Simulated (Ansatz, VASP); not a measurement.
**SnO2 in VASP and in Ansatz**

The input POSCAR:

```
SnO2
1.0
    1.6170930752      0.9336291223      4.8005925840
   -1.6170930752      0.9336291223      4.8005925840
    0.0000000000     -1.8672582446      4.8005925840
Sn O
1 2
Direct
    0.4721771370      0.4721771370      0.5780359165
    0.2371700000      0.2371700000      0.2371700000
    0.7628300000      0.7628300000      0.7628300000
```

File INCAR.step1:

```
PREC = Accurate
ENCUT = 520
ISMEAR = 0
SIGMA = 0.05
LREAL = False
LASPH = True
NELM = 100
NBANDS = 20
GGA = PE
ALGO = Normal
EDIFF = 1E-4
LWAVE = True
LCHARG = False
```

INCAR.step2

```
PREC = Accurate
ENCUT = 520
EDIFF = 1E-6
ISMEAR = 0
SIGMA = 0.05
LREAL = False
LASPH = True
NELM = 100
ALGO = Normal
ISIF = 2
LWAVE = False
LCHARG = False
METAGGA = R2SCAN
LMIXTAU = True
NBANDS = 20
ISTART = 1
```

KPOINTS

```
regular mesh
0
Gamma
  12 12 12
```

Input for Ansatz:

```yaml
crystal:
  lattice:
    - [1.6170930752, 0.9336291223, 4.800592584]
    - [-1.6170930752, 0.9336291223, 4.800592584]
    - [0.0, -1.8672582446, 4.800592584]
  atoms:
    - { symbol: Sn, position: [0.472177137, 0.472177137, 0.5780359165] }
    - { symbol: O, position: [0.23717, 0.23717, 0.23717] }
    - { symbol: O, position: [0.76283, 0.76283, 0.76283] }
basis:
  ecutwfc: 500
kpoints:
  mp_grid: { grid: [12, 12, 12] }
hamiltonian:
  xc: r2scan
scf:
  occupations: { method: gaussian, width: 0.05 }
output:
  forces: true
  stress: true
  eigenvalues: true
```

Change from the starting cell: all Sn atoms moved +0.225 Å, as atom 1 towards its neighbour atom 2 (O) at 2.125 Å.

Alike in both runs: task single point; functional r2SCAN; k mesh 12 × 12 × 12; occupations gaussian, width 0.05 eV; no spin polarisation.

|  | VASP | Ansatz |
| --- | --- | --- |
| version | VASP 6.6.1 | Ansatz 0.2.0 |
| potentials or method | VASP PAW PBE potentials, release 64 (Sn_d, O), cutoff 520 eV | scalar-relativistic, plane waves, PAW |
| valence electrons in the cell | 26 | 26 |

Ansatz gave:

```
gap on the k mesh at the Fermi level (eV)                     : 2.32
least direct gap on the mesh (eV)                             : 2.46
pressure (GPa)                                                : -2.3
traceless stress, the component that is largest in VASP (GPa) : 7.03
rms of the force components (eV/Å)                            : 1.783
```

Problem. What did VASP give for the same quantities?

Solution. gap on the k mesh at the Fermi level (eV): 2.31; least direct gap on the mesh (eV): 2.45; pressure (GPa): -1.3; traceless stress, the component that is largest in VASP (GPa): 7.39; rms of the force components (eV/Å): 1.829.

VASP's potentials were made for PBE, not for r2SCAN. Atom by atom the forces differ by 0.069 eV/Å (rms over components).
